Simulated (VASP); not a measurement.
# CdH2O2 (P-3m1) in VASP: single point with PBEsol+D4

Aim: the single point of CdH2O2 with PBEsol+D4.

All numbers are computed with VASP 6.6.1; they aren't measurements. Logs are shortened: lines on timing, memory, paths and dates and some standing lists are left out, and cuts for length are marked.

## Step 1: The cell of the first run

Symmetry: P-3m1, No. 164, trigonal system. Conventional cell: a = 3.516 Å, b = 3.516 Å, c = 4.643 Å, α = 90.00°, β = 90.00°, γ = 120.00°. Within 3.1 Å of Cd (site symmetry -3m) lie 6 O at 2.32 Å and 6 H at 2.91 Å. H (site symmetry 3m) has 1 O at 0.97 Å within 1.3 Å. O (site symmetry 3m) has 1 H at 0.97 Å within 1.3 Å.

## Step 2: Single point, PBEsol+D4

File INCAR:

```
  PREC = Accurate
  ENCUT = 600
  EDIFF = 1E-6
  ISMEAR = 1
  SIGMA = 0.1
  LREAL = False
  LASPH = True
  NELM = 120
  ALGO = Normal
  ISIF = 2
  LWAVE = False
  LCHARG = False
  GGA = PS
  IVDW = 13
  NBANDS = 21
  GGA_COMPAT = False
```

File KPOINTS:

```
regular mesh
0
Gamma
  6 6 4
```

File POSCAR:

```
CdH2O2
1.0
    3.5155260000      0.0000000000      0.0000000000
   -1.7577630000      3.0445350000      0.0000000000
    0.0000000000      0.0000000000      4.6429790000
Cd H O
1 2 2
Direct
    0.0000000000      0.0000000000      0.0000000000
    0.6666666667      0.3333333333      0.5509610000
    0.3333333333      0.6666666667      0.4490390000
    0.6666666667      0.3333333333      0.7593720000
    0.3333333333      0.6666666667      0.2406280000
```

Potentials or basis: VASP PAW PBE potentials, release 64 (Cd, H, O).

The run is started by

```sh
cat potpaw_PBE.64/Cd/POTCAR potpaw_PBE.64/H/POTCAR potpaw_PBE.64/O/POTCAR > POTCAR
mpirun -np 1 vasp_std > vasp.out
```

OUTCAR:

```text
PREC = Accurate
   ENCUT = 600
   EDIFF = 1E-6
   ISMEAR = 1
   LREAL = False
   LASPH = True
   NELM = 120
   ISIF = 2
   GGA = PS
   IVDW = 13

 ion  position               nearest neighbor table
   1  0.000  0.000  0.000-   4 2.32   5 2.32   4 2.32   5 2.32   4 2.32   5 2.32
   2  0.667  0.333  0.551-   4 0.97
   3  0.333  0.667  0.449-   5 0.97
   4  0.667  0.333  0.759-   2 0.97   1 2.32   1 2.32   1 2.32
   5  0.333  0.667  0.241-   3 0.97   1 2.32   1 2.32   1 2.32

  LATTYP: Found a hexagonal cell.
 ALAT       =     3.5155260000
 C/A-ratio  =     1.3207067733

  Lattice vectors:

 A1 = (   3.5155260000,   0.0000000000,   0.0000000000)
 A2 = (  -1.7577630000,   3.0445350000,   0.0000000000)
 A3 = (   0.0000000000,   0.0000000000,   4.6429790000)

Analysis of symmetry for initial positions (statically):
=====================================================================
 Subroutine PRICEL returns:
 Original cell was already a primitive cell.

 Routine SETGRP: Setting up the symmetry group for a
 hexagonal supercell.

 Subroutine GETGRP returns: Found 12 space group operations
 (whereof 12 operations were pure point group operations)
 out of a pool of 24 trial point group operations.

The static configuration has the point symmetry D_3d.

Analysis of symmetry for dynamics (positions and initial velocities):
=====================================================================
 Subroutine PRICEL returns:
 Original cell was already a primitive cell.

 Routine SETGRP: Setting up the symmetry group for a
 hexagonal supercell.

 Subroutine GETGRP returns: Found 12 space group operations
 (whereof 12 operations were pure point group operations)
 out of a pool of 24 trial point group operations.

The dynamic configuration has the point symmetry D_3d.

 Subroutine INISYM returns: Found 12 space group operations
 (whereof 12 operations are pure point group operations),
 and found     1 'primitive' translations

----------------------------------------------------------------------------------------

                                     Primitive cell

  volume of cell :      49.6945

  direct lattice vectors                    reciprocal lattice vectors
     3.515526000  0.000000000  0.000000000     0.284452455  0.164228692  0.000000000
    -1.757763000  3.044535000  0.000000000     0.000000000  0.328457383  0.000000000
     0.000000000  0.000000000  4.642979000     0.000000000  0.000000000  0.215378963

  length of vectors
     3.515526000  3.515526153  4.642979000     0.328457398  0.328457383  0.215378963

  position of ions in fractional coordinates (direct lattice)
     0.000000000  0.000000000  0.000000000
     0.666666667  0.333333333  0.550961000
     0.333333333  0.666666667  0.449039000
     0.666666667  0.333333333  0.759372000
     0.333333333  0.666666667  0.240628000

  ion indices of the primitive-cell ions
   primitive index   ion index
                 1           1
                 2           2
                 3           3
                 4           4
                 5           5

----------------------------------------------------------------------------------------

 KPOINTS: regular mesh

Automatic generation of k-mesh.
 Grid dimensions read from file:
 generate k-points for:    6    6    4

 Generating k-lattice:

  Cartesian coordinates                     Fractional coordinates (reciprocal lattice)
     0.047408742  0.027371449  0.000000000     0.166666667  0.000000000  0.000000000
     0.000000000  0.054742897  0.000000000     0.000000000  0.166666667  0.000000000
     0.000000000  0.000000000  0.053844741     0.000000000  0.000000000  0.250000000

  Length of vectors
     0.054742900  0.054742897  0.053844741

  Shift w.r.t. Gamma in fractional coordinates (k-lattice)
     0.000000000  0.000000000  0.000000000

 Subroutine IBZKPT returns following result:
 ===========================================

 Found     24 irreducible k-points:

 Following reciprocal coordinates:
            Coordinates               Weight
  0.000000  0.000000  0.000000      1.000000
  0.166667  0.000000  0.000000      6.000000
  0.333333  0.000000  0.000000      6.000000
  0.500000  0.000000  0.000000      3.000000
  0.166667  0.166667  0.000000      6.000000
  0.333333  0.166667  0.000000     12.000000
[... 16 lines left out ...]
  0.333333  0.166667  0.500000     12.000000
  0.333333  0.333333  0.500000      2.000000
   k-points           NKPTS =     24   k-points in BZ     NKDIM =     24   number of bands    NBANDS=     21
   number of dos      NEDOS =    301   number of ions     NIONS =      5
   total plane-waves  NPLWV =  31360
   dimension x,y,z NGX =    28 NGY =   28 NGZ =   40
   dimension x,y,z NGXF=    56 NGYF=   56 NGZF=   80
   ions per type =               1   2   2
   NGX,Y,Z   is equivalent  to a cutoff of  13.24, 13.24, 14.32 a.u.
   NGXF,Y,Z  is equivalent  to a cutoff of  26.48, 26.48, 28.64 a.u.
 SYSTEM =  unknown system
   PREC   = accura    normal or accurate (medium, high low for compatibility)
   ISTART =      0    job   : 0-new  1-cont  2-samecut
   ICHARG =      2    charge: 1-file 2-atom 10-const
   ISPIN  =      1    spin polarized calculation?
   LNONCOLLINEAR =      F non collinear calculations
   LSORBIT =      F    spin-orbit coupling
   LASPH  =      T    aspherical Exc in radial PAW
   ENCUT  =  600.0 eV  44.10 Ry    6.64 a.u.   7.02  7.02  9.27*2*pi/ulx,y,z
   NELM   =    120;   NELMIN=  2; NELMDL= -5     # of ELM steps
   EDIFF  = 0.1E-05   stopping-criterion for ELM
   LREAL  =      F    real-space projection
   EDIFFG = 0.1E-04   stopping-criterion for IOM
   NSW    =      0    number of steps for IOM
   IBRION =     -1    ionic relax: 0-MD 1-quasi-New 2-CG
   NFREE  =      0    steps in history (QN), initial steepest desc. (CG)
   ISIF   =      2    stress and relaxation
   ISYM   =      2    0-nonsym 1-usesym 2-fastsym
   POTIM  = 0.5000    time-step for ionic-motion
   TEBEG  =    0.0;   TEEND  =   0.0 temperature during run
   PSTRESS=    0.0 pullay stress
   NELECT =      26.0000    total number of electrons
   NUPDOWN=      -1.0000    fix difference up-down
   EMIN   =  10.00;   EMAX   =-10.00  energy-range for DOS
   EFERMI =   0.00;   METHOD = LEGACY
   ISMEAR =     1;   SIGMA  =   0.10  broadening in eV -4-tet -1-fermi 0-gaus
   EFERMI_NEDOS =   21; number of points for ismear=-14 and -15
   IALGO  =     38    algorithm
   IMIX   =      4    mixing-type and parameters
     AMIX     =   0.40;   BMIX     =  1.00
     AMIX_MAG =   1.60;   BMIX_MAG =  1.00
  volume/ion in A,a.u.               =       9.94        67.07
  Fermi-wavevector in a.u.,A,eV,Ry     =   1.319157  2.492846 23.676535  1.740176
  Thomas-Fermi vector in A             =   2.449076
   LORBIT       =      0    0 simple, 1 ext, 2 COOP (PROOUT), +10 PAW based schemes
   GGA     = PS    functional components
   LHFCALC =     F    Hartree Fock is set to
   AEXX    =    0.0000 exact exchange contribution
   IVDW    =    13    specifies the selected vdW correction
   LEPSILON=     F    determine dielectric tensor
   LRPA    =     F    only Hartree local field effects (RPA)
 non-spin polarized calculation
 Methfessel and Paxton  Order N= 1 SIGMA  =   0.10
  energy-cutoff  :      600.00
  volume of cell :       49.69
 maximum number of plane-waves:      1668
   NGX = 13   NGY = 13   NGZ = 19

 number of electron      25.9999993 magnetization

 Free energy of the ion-electron system (eV)
  ---------------------------------------------------
  ext. energy  EPLUGINS =         0.00000000
  ---------------------------------------------------
  free energy    TOTEN  =       -23.47640338 eV

  energy without entropy =      -23.47764359  energy(sigma->0) =      -23.47681679

 E-fermi :  -0.0823     XC(G=0): -10.2197

 val. band max:       -0.1200050350   @ k =   0.5000   0.0000   0.0000
 cond. band min:       1.4846615683   @ k =   0.0000   0.0000   0.0000
 fundamental gap:      1.6046666033
 Fermi energy:        -0.0822700486

 k-point     1 :       0.0000    0.0000    0.0000
  band No.  band energies     occupation
      1     -18.6289      2.00000
      2     -17.6024      2.00000
      3      -7.7486      2.00000
      4      -6.5117      2.00000
      5      -6.5117      2.00000
      6      -5.7612      2.00000
[... 13 lines left out ...]
     20      14.6134      0.00000
     21      17.0274      0.00000

 k-point     2 :       0.1667    0.0000    0.0000
  band No.  band energies     occupation
      1     -18.5240      2.00000
      2     -17.6457      2.00000
      3      -7.4987      2.00000
      4      -6.5471      2.00000
      5      -6.4017      2.00000
      6      -5.8490      2.00000
[... 13 lines left out ...]
     20      14.9177      0.00000
     21      16.0374      0.00000

 k-point     3 :       0.3333    0.0000    0.0000
  band No.  band energies     occupation
      1     -18.2769      2.00000
      2     -17.7627      2.00000
      3      -7.0529      2.00000
      4      -6.4157      2.00000
      5      -6.2562      2.00000
      6      -6.1070      2.00000
[... 13 lines left out ...]
     20      13.4278      0.00000
     21      14.8165      0.00000

 k-point     4 :       0.5000    0.0000    0.0000
  band No.  band energies     occupation
      1     -18.0871      2.00000
      2     -17.8834      2.00000
      3      -6.9901      2.00000
      4      -6.2820      2.00000
      5      -6.2433      2.00000
      6      -5.8321      2.00000
[... 13 lines left out ...]
     20      13.3303      0.00000
     21      14.6833      0.00000

 k-point     5 :       0.1667    0.1667    0.0000
  band No.  band energies     occupation
      1     -18.3487      2.00000
      2     -17.7239      2.00000
      3      -7.1046      2.00000
      4      -6.6332      2.00000
      5      -6.2276      2.00000
      6      -5.9750      2.00000
[... 13 lines left out ...]
     20      13.5808      0.00000
     21      15.1767      0.00000

 k-point     6 :       0.3333    0.1667    0.0000
  band No.  band energies     occupation
      1     -18.1153      2.00000
      2     -17.8532      2.00000
      3      -6.8843      2.00000
      4      -6.5757      2.00000
      5      -6.1837      2.00000
      6      -6.0147      2.00000
[... 13 lines left out ...]
     20      12.8629      0.00000
     21      14.8342      0.00000

 k-point     7 :       0.3333    0.3333    0.0000
  band No.  band energies     occupation
      1     -17.9652      2.00000
      2     -17.9652      2.00000
      3      -6.7526      2.00000
      4      -6.7526      2.00000
      5      -6.0735      2.00000
      6      -6.0735      2.00000
[... 13 lines left out ...]
     20      12.2196      0.00000
     21      15.7288      0.00000
[... 291 lines left out ...]
      1     -18.1417      2.00000
      2     -17.8917      2.00000
      3      -7.2222      2.00000
      4      -6.5550      2.00000
      5      -6.2958      2.00000
      6      -5.9735      2.00000
[... 13 lines left out ...]
     20      13.2585      0.00000
     21      14.9223      0.00000

 k-point    21 :       0.5000    0.0000    0.5000
  band No.  band energies     occupation
      1     -18.0847      2.00000
      2     -17.8655      2.00000
      3      -7.3223      2.00000
      4      -6.3023      2.00000
      5      -6.0749      2.00000
      6      -5.9709      2.00000
[... 13 lines left out ...]
     20      13.5164      0.00000
     21      14.8433      0.00000

 k-point    22 :       0.1667    0.1667    0.5000
  band No.  band energies     occupation
      1     -18.1642      2.00000
      2     -17.9115      2.00000
      3      -7.0533      2.00000
      4      -6.8320      2.00000
      5      -6.2862      2.00000
      6      -5.9431      2.00000
[... 13 lines left out ...]
     20      13.6060      0.00000
     21      15.6044      0.00000

 k-point    23 :       0.3333    0.1667    0.5000
  band No.  band energies     occupation
      1     -18.0645      2.00000
      2     -17.8883      2.00000
      3      -7.1312      2.00000
      4      -6.4705      2.00000
      5      -6.2329      2.00000
      6      -6.0465      2.00000
[... 13 lines left out ...]
     20      14.7727      0.00000
     21      15.7415      0.00000

 k-point    24 :       0.3333    0.3333    0.5000
  band No.  band energies     occupation
      1     -17.9573      2.00000
      2     -17.9573      2.00000
      3      -6.7559      2.00000
      4      -6.7559      2.00000
      5      -6.1350      2.00000
      6      -6.1350      2.00000
[... 13 lines left out ...]
     20      16.2258      0.00000
     21      16.8397      0.00000

------------------------ aborting loop because EDIFF is reached ----------------------------------------

  DFT-D4 for vdW energy calculation

  Edisp (eV):   -0.37668

  FORCE on cell =-STRESS in cart. coord.  units (eV):
  Direction    XX          YY          ZZ          XY          YZ          ZX
  --------------------------------------------------------------------------------------
  -------------------------------------------------------------------------------------
  Total      -0.68401    -0.68401     0.34115     0.00000     0.00000     0.00000
  in kB     -22.05276   -22.05276    10.99877     0.00000     0.00000     0.00000
  external pressure =      -11.04 kB  Pullay stress =        0.00 kB

 VOLUME and BASIS-vectors are now :
 -----------------------------------------------------------------------------
  energy-cutoff  :      600.00
  volume of cell :       49.69
      direct lattice vectors                 reciprocal lattice vectors
     3.515526000  0.000000000  0.000000000     0.284452455  0.164228692  0.000000000
    -1.757763000  3.044535000  0.000000000     0.000000000  0.328457383  0.000000000
     0.000000000  0.000000000  4.642979000     0.000000000  0.000000000  0.215378963

 POSITION                                       TOTAL-FORCE (eV/Angst)
 -----------------------------------------------------------------------------------
      0.00000      0.00000      0.00000         0.000000     -0.000000      0.000000
      1.75776      1.01484      2.55810         0.000000     -0.000000     -0.616582
     -0.00000      2.02969      2.08488         0.000000     -0.000000      0.616582
      1.75776      1.01484      3.52575         0.000000     -0.000000      0.711008
     -0.00000      2.02969      1.11723        -0.000000      0.000000     -0.711008
 -----------------------------------------------------------------------------------
    total drift:                                0.000000     -0.000000      0.000000

  FREE ENERGIE OF THE ION-ELECTRON SYSTEM (eV)
  ---------------------------------------------------
  free  energy   TOTEN  =       -23.8530871326 eV

  energy  without entropy=      -23.8543273456  energy(sigma->0) =      -23.85350054
```

Run time: 13 s. Hardware: 1 thread of Intel Xeon 6975P-C (Granite Rapids), shared host; peak memory 0.19 GiB.

What came out:

```
Free energy                : -23.8531 eV
Pressure                   : -1.1 GPa
Largest force              : 0.711 eV/Å
Band gap on the k mesh     : 1.60 eV, indirect (least direct gap 1.95 eV)
Dispersion energy per atom : -0.075 eV
```

Forces on the atoms (eV/Å):
```
Cd   0.000  0.000  0.000
H    0.000  0.000 -0.617
H    0.000  0.000  0.617
O    0.000  0.000  0.711
O    0.000  0.000 -0.711
```

Caveat: the PAW data sets were made with another functional, which shifts forces and pressure a little.
